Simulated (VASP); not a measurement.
# HfN (I4/mmm) in VASP: further runs

HfN is run at these levels: PBEsol; tasks: single point.

Program: VASP 6.6.1. These are calculated values, not measurements. Logs are shortened: lines on timing, memory, paths and dates and some standing lists are left out, and cuts for length are marked.

### Step 1. The cell of the first run

Symmetry: I4/mmm, No. 139, tetragonal system. Conventional cell: a = 3.003 Å, b = 3.003 Å, c = 4.518 Å, α = 90.00°, β = 90.00°, γ = 90.00°. Hf (site symmetry 4/mmm) has 6 N at 2.12 to 2.26 Å within 2.8 Å. Within 2.8 Å of N (site symmetry 4/mmm) lie 6 Hf at 2.12 to 2.26 Å.

### Step 2. Single point, PBEsol (strain -0.0600 x Voigt [1, 1, 0, 0, 0, 0])

File INCAR:

```
  PREC = Accurate
  ENCUT = 520
  EDIFF = 1E-6
  ISMEAR = 0
  SIGMA = 0.15
  LREAL = F
  LASPH = T
  NELM = 60
  ALGO = Normal
  ISIF = 2
  LWAVE = F
  LCHARG = F
  GGA = PS
  NBANDS = 14
```

File KPOINTS:

```
regular mesh
0
Gamma
  18 18 18
```

File POSCAR:

```
HfN
1.0
    0.0000000000      2.1234600000      2.2590000000
    2.1234600000      0.0000000000      2.2590000000
    2.1234600000      2.1234600000      0.0000000000
Hf N
1 1
Direct
    0.0000000000      0.0000000000      0.0000000000
    0.5000000000      0.5000000000      0.5000000000
```

Potentials or basis: VASP PAW PBE potentials, release 64 (Hf_pv, N).

Launch:

```bash
$ cat potpaw_PBE.64/Hf_pv/POTCAR potpaw_PBE.64/N/POTCAR > POTCAR
$ mpirun -np 1 vasp_std > vasp.out
```

OUTCAR:

```text
PREC = Accurate
   ENCUT = 520
   EDIFF = 1E-6
   ISMEAR = 0
   LREAL = F
   LASPH = T
   NELM = 60
   ISIF = 2
   GGA = PS

 ion  position               nearest neighbor table
   1  0.000  0.000  0.000-   2 2.12   2 2.12   2 2.12   2 2.12   2 2.26   2 2.26
   2  0.500  0.500  0.500-   1 2.12   1 2.12   1 2.12   1 2.12   1 2.26   1 2.26

  LATTYP: Found a body centered tetragonal cell.
 ALAT       =     3.0030259312
 C/A-ratio  =     1.5044825132

  Lattice vectors:

 A1 = (  -2.1234600000,   0.0000000000,   2.2590000000)
 A2 = (   2.1234600000,   0.0000000000,   2.2590000000)
 A3 = (   0.0000000000,   2.1234600000,  -2.2590000000)

Analysis of symmetry for initial positions (statically):
=====================================================================
 Subroutine PRICEL returns:
 Original cell was already a primitive cell.

 Routine SETGRP: Setting up the symmetry group for a
 body centered tetragonal supercell.

 Subroutine GETGRP returns: Found 16 space group operations
 (whereof 16 operations were pure point group operations)
 out of a pool of 16 trial point group operations.

The static configuration has the point symmetry D_4h.

Analysis of symmetry for dynamics (positions and initial velocities):
=====================================================================
 Subroutine PRICEL returns:
 Original cell was already a primitive cell.

 Routine SETGRP: Setting up the symmetry group for a
 body centered tetragonal supercell.

 Subroutine GETGRP returns: Found 16 space group operations
 (whereof 16 operations were pure point group operations)
 out of a pool of 16 trial point group operations.

The dynamic configuration has the point symmetry D_4h.

 Subroutine INISYM returns: Found 16 space group operations
 (whereof 16 operations are pure point group operations),
 and found     1 'primitive' translations

----------------------------------------------------------------------------------------

                                     Primitive cell

  volume of cell :      20.3720

  direct lattice vectors                    reciprocal lattice vectors
     0.000000000  2.123460000  2.259000000    -0.235464760  0.235464760  0.221336875
     2.123460000  0.000000000  2.259000000     0.235464760 -0.235464760  0.221336875
     2.123460000  2.123460000  0.000000000     0.235464760  0.235464760 -0.221336875

  length of vectors
     3.100348911  3.100348911  3.003025931     0.399846619  0.399846619  0.399846619

  position of ions in fractional coordinates (direct lattice)
     0.000000000  0.000000000  0.000000000
     0.500000000  0.500000000  0.500000000

  ion indices of the primitive-cell ions
   primitive index   ion index
                 1           1
                 2           2

----------------------------------------------------------------------------------------

 KPOINTS: regular mesh

Automatic generation of k-mesh.
 Grid dimensions read from file:
 generate k-points for:   18   18   18

 Generating k-lattice:

  Cartesian coordinates                     Fractional coordinates (reciprocal lattice)
    -0.013081376  0.013081376  0.012296493     0.055555556  0.000000000  0.000000000
     0.013081376 -0.013081376  0.012296493     0.000000000  0.055555556  0.000000000
     0.013081376  0.013081376 -0.012296493     0.000000000  0.000000000  0.055555556

  Length of vectors
     0.022213701  0.022213701  0.022213701

  Shift w.r.t. Gamma in fractional coordinates (k-lattice)
     0.000000000  0.000000000  0.000000000

 Subroutine IBZKPT returns following result:
 ===========================================

 Found    480 irreducible k-points:

 Following reciprocal coordinates:
            Coordinates               Weight
  0.000000  0.000000  0.000000      1.000000
  0.055556  0.000000  0.000000      8.000000
  0.111111  0.000000  0.000000      8.000000
  0.166667 -0.000000  0.000000      8.000000
  0.222222  0.000000  0.000000      8.000000
  0.277778  0.000000  0.000000      8.000000
[... 16 lines left out ...]
 -0.277778  0.055556  0.000000      8.000000
 -0.222222  0.055556  0.000000      8.000000
 [... further k-points ...]
   k-points           NKPTS =    480   k-points in BZ     NKDIM =    480   number of bands    NBANDS=     14
   number of dos      NEDOS =    301   number of ions     NIONS =      2
   total plane-waves  NPLWV =  13824
   dimension x,y,z NGX =    24 NGY =   24 NGZ =   24
   dimension x,y,z NGXF=    48 NGYF=   48 NGZF=   48
   ions per type =               1   1
   NGX,Y,Z   is equivalent  to a cutoff of  12.87, 12.87, 13.29 a.u.
   NGXF,Y,Z  is equivalent  to a cutoff of  25.74, 25.74, 26.57 a.u.
 SYSTEM =  unknown system
   PREC   = accura    normal or accurate (medium, high low for compatibility)
   ISTART =      0    job   : 0-new  1-cont  2-samecut
   ICHARG =      2    charge: 1-file 2-atom 10-const
   ISPIN  =      1    spin polarized calculation?
   LNONCOLLINEAR =      F non collinear calculations
   LSORBIT =      F    spin-orbit coupling
   LASPH  =      T    aspherical Exc in radial PAW
   ENCUT  =  520.0 eV  38.22 Ry    6.18 a.u.   5.76  5.76  5.58*2*pi/ulx,y,z
   NELM   =     60;   NELMIN=  2; NELMDL= -5     # of ELM steps
   EDIFF  = 0.1E-05   stopping-criterion for ELM
   LREAL  =      F    real-space projection
   EDIFFG = 0.1E-04   stopping-criterion for IOM
   NSW    =      0    number of steps for IOM
   IBRION =     -1    ionic relax: 0-MD 1-quasi-New 2-CG
   NFREE  =      0    steps in history (QN), initial steepest desc. (CG)
   ISIF   =      2    stress and relaxation
   ISYM   =      2    0-nonsym 1-usesym 2-fastsym
   POTIM  = 0.5000    time-step for ionic-motion
   TEBEG  =    0.0;   TEEND  =   0.0 temperature during run
   PSTRESS=    0.0 pullay stress
   NELECT =      15.0000    total number of electrons
   NUPDOWN=      -1.0000    fix difference up-down
   EMIN   =  10.00;   EMAX   =-10.00  energy-range for DOS
   EFERMI =   0.00;   METHOD = LEGACY
   ISMEAR =     0;   SIGMA  =   0.15  broadening in eV -4-tet -1-fermi 0-gaus
   EFERMI_NEDOS =   21; number of points for ismear=-14 and -15
   IALGO  =     38    algorithm
   IMIX   =      4    mixing-type and parameters
     AMIX     =   0.40;   BMIX     =  1.00
     AMIX_MAG =   1.60;   BMIX_MAG =  1.00
  volume/ion in A,a.u.               =      10.19        68.74
  Fermi-wavevector in a.u.,A,eV,Ry     =   1.478293  2.793568 29.733485  2.185350
  Thomas-Fermi vector in A             =   2.592592
   LORBIT       =      0    0 simple, 1 ext, 2 COOP (PROOUT), +10 PAW based schemes
   GGA     = PS    functional components
   LHFCALC =     F    Hartree Fock is set to
   AEXX    =    0.0000 exact exchange contribution
   IVDW    =     0    specifies the selected vdW correction
   LEPSILON=     F    determine dielectric tensor
   LRPA    =     F    only Hartree local field effects (RPA)
 non-spin polarized calculation
 Gauss-broadening in eV      SIGMA  =   0.15
  energy-cutoff  :      520.00
  volume of cell :       20.37
 maximum number of plane-waves:       560
   NGX = 11   NGY = 11   NGZ = 11

 number of electron      15.0000000 magnetization

 Free energy of the ion-electron system (eV)
  ---------------------------------------------------
  ext. energy  EPLUGINS =         0.00000000
  ---------------------------------------------------
  free energy    TOTEN  =       -22.61456364 eV

  energy without entropy =      -22.60883070  energy(sigma->0) =      -22.61169717

 E-fermi :   9.3554     XC(G=0): -13.5456

 val. band max:        9.3500265778   @ k =   0.4444   0.0000   0.1667
 cond. band min:       9.3647768552   @ k =  -0.3889   0.3333   0.0556
 fundamental gap:      0.0147502774
 Fermi energy:         9.3554353587

 k-point     1 :       0.0000    0.0000    0.0000
  band No.  band energies     occupation
      1     -21.2472      2.00000
      2     -21.2002      2.00000
      3     -21.2002      2.00000
      4      -8.8416      2.00000
      5       5.9500      2.00000
      6       6.3766      2.00000
      7       6.3766      2.00000
      8       8.3588      2.00000
      9       9.1754      1.91042
     10       9.1754      1.91042
     11      10.3041      0.00000
     12      12.1201      0.00000
     13      13.2744      0.00000
     14      19.2227      0.00000

 k-point     2 :       0.0556    0.0000    0.0000
  band No.  band energies     occupation
      1     -21.2777      2.00000
      2     -21.2297      2.00000
      3     -21.2020      2.00000
      4      -8.7437      2.00000
      5       5.6662      2.00000
      6       6.0575      2.00000
      7       6.1429      2.00000
      8       8.5405      2.00000
      9       9.2687      1.58623
     10       9.2842      1.49794
     11      10.5884      0.00000
     12      12.4310      0.00000
     13      13.5011      0.00000
     14      19.5095      0.00000

 k-point     3 :       0.1111    0.0000    0.0000
  band No.  band energies     occupation
      1     -21.4214      2.00000
      2     -21.2553      2.00000
      3     -21.2070      2.00000
      4      -8.4622      2.00000
      5       4.9439      2.00000
      6       5.3924      2.00000
      7       5.5800      2.00000
      8       8.9424      1.99990
      9       9.4650      0.30143
     10       9.5803      0.03400
     11      11.3340      0.00000
     12      13.2489      0.00000
     13      14.1121      0.00000
     14      20.3214      0.00000

 k-point     4 :       0.1667   -0.0000    0.0000
  band No.  band energies     occupation
      1     -21.6442      2.00000
      2     -21.2823      2.00000
      3     -21.2146      2.00000
      4      -8.0296      2.00000
      5       3.9947      2.00000
      6       4.6895      2.00000
      7       4.9005      2.00000
      8       9.4036      0.64987
      9       9.8005      0.00003
     10      10.0307      0.00000
     11      12.3253      0.00000
     12      14.3711      0.00000
     13      14.9544      0.00000
     14      21.5190      0.00000

 k-point     5 :       0.2222    0.0000    0.0000
  band No.  band energies     occupation
      1     -21.9050      2.00000
      2     -21.3139      2.00000
      3     -21.2239      2.00000
      4      -7.4902      2.00000
      5       2.9862      2.00000
      6       4.0392      2.00000
      7       4.2326      2.00000
      8       9.8218      0.00001
      9      10.4201      0.00000
     10      10.6170      0.00000
     11      13.4017      0.00000
[... 276 lines left out ...]
 k-point    22 :      -0.3333    0.0556    0.0000
  band No.  band energies     occupation
      1     -22.4864      2.00000
      2     -21.4301      2.00000
      3     -21.2296      2.00000
      4      -6.0188      2.00000
      5       0.8202      2.00000
      6       2.8707      2.00000
      7       2.9791      2.00000
      8      11.0719      0.00000
      9      12.0548      0.00000
     10      13.1838      0.00000
     11      14.7544      0.00000
     12      17.5845      0.00000
     13      19.2831      0.00000
     14      22.1821      0.00000

 k-point    23 :      -0.2778    0.0556    0.0000
  band No.  band energies     occupation
      1     -22.2775      2.00000
      2     -21.4023      2.00000
      3     -21.2161      2.00000
      4      -6.5783      2.00000
      5       1.6262      2.00000
      6       3.2438      2.00000
      7       3.3978      2.00000
      8      10.4274      0.00000
      9      11.2999      0.00000
     10      12.2781      0.00000
     11      13.8814      0.00000
     12      17.2570      0.00000
     13      18.1298      0.00000
     14      22.1952      0.00000

 k-point    24 :      -0.2222    0.0556    0.0000
  band No.  band energies     occupation
      1     -22.0305      2.00000
      2     -21.3686      2.00000
      3     -21.2049      2.00000
      4      -7.1673      2.00000
      5       2.5507      2.00000
      6       3.7415      2.00000
      7       3.9202      2.00000
      8       9.9589      0.00000
      9      10.6060      0.00000
     10      11.3456      0.00000
     11      12.8286      0.00000
     12      16.6211      0.00000
     13      16.8482      0.00000
     14      22.2042      0.00000

 [... further k-points ...]

------------------------ aborting loop because EDIFF is reached ----------------------------------------

  FORCE on cell =-STRESS in cart. coord.  units (eV):
  Direction    XX          YY          ZZ          XY          YZ          ZX
  --------------------------------------------------------------------------------------
  -------------------------------------------------------------------------------------
  Total        7.4216405      7.4216405      1.1618802      0.0000000      0.0000000      0.0000000
  in kB      583.6817294    583.6817294     91.3771315      0.0000000      0.0000000      0.0000000
  external PRESSURE =     419.5801968 kB  Pullay stress =       0.0000000 kB

 VOLUME and BASIS-vectors are now :
 -----------------------------------------------------------------------------
  energy-cutoff  :      520.00
  volume of cell :       20.37
      direct lattice vectors                 reciprocal lattice vectors
     0.000000000  2.123460000  2.259000000    -0.235464760  0.235464760  0.221336875
     2.123460000  0.000000000  2.259000000     0.235464760 -0.235464760  0.221336875
     2.123460000  2.123460000  0.000000000     0.235464760  0.235464760 -0.221336875

 POSITION                                       TOTAL-FORCE (eV/Angst)
 -----------------------------------------------------------------------------------
      0.00000      0.00000      0.00000         0.000000     -0.000000      0.000000
      2.12346      2.12346      2.25900        -0.000000      0.000000     -0.000000
 -----------------------------------------------------------------------------------
    total drift:                                0.000000     -0.000000     -0.000000

  FREE ENERGIE OF THE ION-ELECTRON SYSTEM (eV)
  ---------------------------------------------------
  free  energy   TOTEN  =       -22.6145636364 eV

  energy  without entropy=      -22.6088306993  energy(sigma->0) =      -22.61169717
```

It took 60 s on 1 thread of Intel Xeon Platinum 8259CL at 2.50GHz (Skylake/Cascade Lake), shared host; peak memory 0.26 GiB.

What came out:

```
Free energy : -22.6146 eV
Pressure    : 42.0 GPa
```

Stress tensor (GPa, compression positive):
```
58.37  0.00  0.00
 0.00 58.37  0.00
 0.00  0.00  9.14
```

Caveat: the cell differs from its parent crystal (strain -0.0600 x Voigt [1, 1, 0, 0, 0, 0]); the PAW data sets were made with another functional, which shifts forces and pressure a little; spin-orbit coupling is left out, which moves the levels of the heavy elements.

### Step 3. Single point, PBEsol (strain -0.0450 x Voigt [1, 1, 0, 0, 0, 0])

File INCAR:

```
PREC     = Accurate       # precision mode
ENCUT    = 520            # plane-wave cutoff, eV
EDIFF    = 1E-6           # SCF threshold, eV
ISMEAR   = 0              # smearing method
SIGMA    = 0.15           # smearing width, eV
LREAL    = False          # projectors in reciprocal space
LASPH    = True           # aspherical terms in the spheres
NELM     = 60             # most SCF steps
ALGO     = Normal         # electronic algorithm
ISIF     = 2              # what is computed and relaxed
LWAVE    = False          # write WAVECAR
LCHARG   = False          # write CHGCAR
GGA      = PS             # functional
NBANDS   = 14             # bands
```

KPOINTS is that of step 2.

File POSCAR:

```
HfN
1.0
    0.0000000000      2.1573450000      2.2590000000
    2.1573450000      0.0000000000      2.2590000000
    2.1573450000      2.1573450000      0.0000000000
Hf N
1 1
Direct
    0.0000000000      0.0000000000      0.0000000000
    0.5000000000      0.5000000000      0.5000000000
```

Potentials or basis: VASP PAW PBE potentials, release 64 (Hf_pv, N).

Launch:

```bash
$ cat potpaw_PBE.64/Hf_pv/POTCAR potpaw_PBE.64/N/POTCAR > POTCAR
$ mpirun -np 1 vasp_std > vasp.out
```

Run time: 59 s. Hardware: 1 thread of Intel Xeon Platinum 8259CL at 2.50GHz (Skylake/Cascade Lake), shared host; peak memory 0.26 GiB.

Results (log left out):

| Item | Value |
| --- | --- |
| Free energy | -22.8103 eV |
| Pressure | 26.9 GPa |

Stress tensor (GPa, compression positive):
```
37.72  0.00  0.00
 0.00 37.72  0.00
 0.00  0.00  5.31
```

Levels at points of the mesh, in eV from the Fermi level:
| k point | band 6 | band 7 | band 8 | band 9 | band 10 | band 11 |
| --- | --- | --- | --- | --- | --- | --- |
| (0.00, 0.00, 0.00) | -2.99 | -2.99 | -0.82 | -0.23 | -0.23 | 1.22 |
| (0.50, 0.00, 0.00) | -6.72 | -6.66 | 3.73 | 4.05 | 4.42 | 4.88 |
| (0.50, 0.50, 0.00) | -4.20 | -3.53 | -3.53 | 4.60 | 6.27 | 6.27 |
| (0.50, 0.00, 0.50) | -4.32 | -3.91 | -3.60 | 4.40 | 5.87 | 6.67 |

Caveat: the cell differs from its parent crystal (strain -0.0450 x Voigt [1, 1, 0, 0, 0, 0]); the PAW data sets were made with another functional, which shifts forces and pressure a little; spin-orbit coupling is left out, which moves the levels of the heavy elements.

### Step 4. Single point, PBEsol (strain -0.0300 x Voigt [1, 1, 0, 0, 0, 0])

File INCAR:

```
SYSTEM = HfN
PREC = Accurate
ENCUT = 520
EDIFF = 1E-6
ISMEAR = 0
SIGMA = 0.15
LREAL = .False.
LASPH = .True.
NELM = 100
ALGO = Normal
ISIF = 2
LWAVE = .False.
LCHARG = .False.
GGA = PS
NBANDS = 14
```

File KPOINTS:

```
Automatic mesh
0
Gamma
  18 18 18
  0 0 0
```

File POSCAR:

```
HfN
1.0
    0.0000000000      2.1912300000      2.2590000000
    2.1912300000      0.0000000000      2.2590000000
    2.1912300000      2.1912300000      0.0000000000
Hf N
1 1
Direct
    0.0000000000      0.0000000000      0.0000000000
    0.5000000000      0.5000000000      0.5000000000
```

Launch:

```bash
$ cat potpaw_PBE.64/Hf_pv/POTCAR potpaw_PBE.64/N/POTCAR > POTCAR
$ mpirun -np 1 vasp_std > vasp.out
```

It took 59 s on 1 thread of Intel Xeon Platinum 8259CL at 2.50GHz (Skylake/Cascade Lake), shared host; peak memory 0.27 GiB.

It converged, with:

```yaml
Free_energy: -22.9307 eV
Pressure: 14.3 GPa
```

Stress tensor (GPa, compression positive):
```
20.54  0.00  0.00
 0.00 20.54  0.00
 0.00  0.00  1.74
```

Levels at points of the mesh, in eV from the Fermi level:
```csv
k point,band 6,band 7,band 8,band 9,band 10,band 11
"(0.00, 0.00, 0.00)",-2.99,-2.99,-0.65,-0.28,-0.28,1.47
"(0.50, 0.00, 0.00)",-6.51,-6.48,3.58,3.93,4.17,4.73
"(0.50, 0.50, 0.00)",-4.07,-3.57,-3.57,4.43,6.03,6.03
"(0.50, 0.00, 0.50)",-4.15,-3.81,-3.63,4.33,5.78,6.28
```

Caveat: the cell differs from its parent crystal (strain -0.0300 x Voigt [1, 1, 0, 0, 0, 0]); the PAW data sets were made with another functional, which shifts forces and pressure a little; spin-orbit coupling is left out, which moves the levels of the heavy elements.

(Part 1 of 2 ends here.)
